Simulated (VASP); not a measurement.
The system is AlNi.

```
Ni Al
1.0
     1.93869   -1.95319    0.00000
     1.93869    1.95319    0.00000
     0.00000    0.00000    3.09943
Ni Al
1 1
Direct
  0.50000 0.50000 0.50000
  0.00000 0.00000 0.00000
```

Base run:

* Program: VASP 6.6.1
* Functional: PBEsol
* Potentials or basis: VASP PAW PBE potentials, release 64 (Ni, Al)
* Cutoff: 520 eV
* k mesh: 10 × 10 × 9
* Occupations: fermi-dirac, width 0.05 eV
* Spin: collinear spin, ferromagnetic start
* Starting moments: [1.0, 0.0] μB

Its results: pressure 0.6 GPa; net moment 0.00 μB per cell.

Problem. The run is repeated on the same cell with these changes: dispersion from none to D3(BJ). What comes out?

Solution. Pressure -5.1 GPa; net moment 0.00 μB per cell.

Dispersion adds attraction, which lowers the pressure at fixed volume and, as a term added to the energy, leaves the levels alone.

Caveats: the PAW data sets were made with another functional, which shifts forces and pressure a little; three body term missing (some runs); pairwise dispersion overbinds metals, which lowers pressure and volume (some runs).
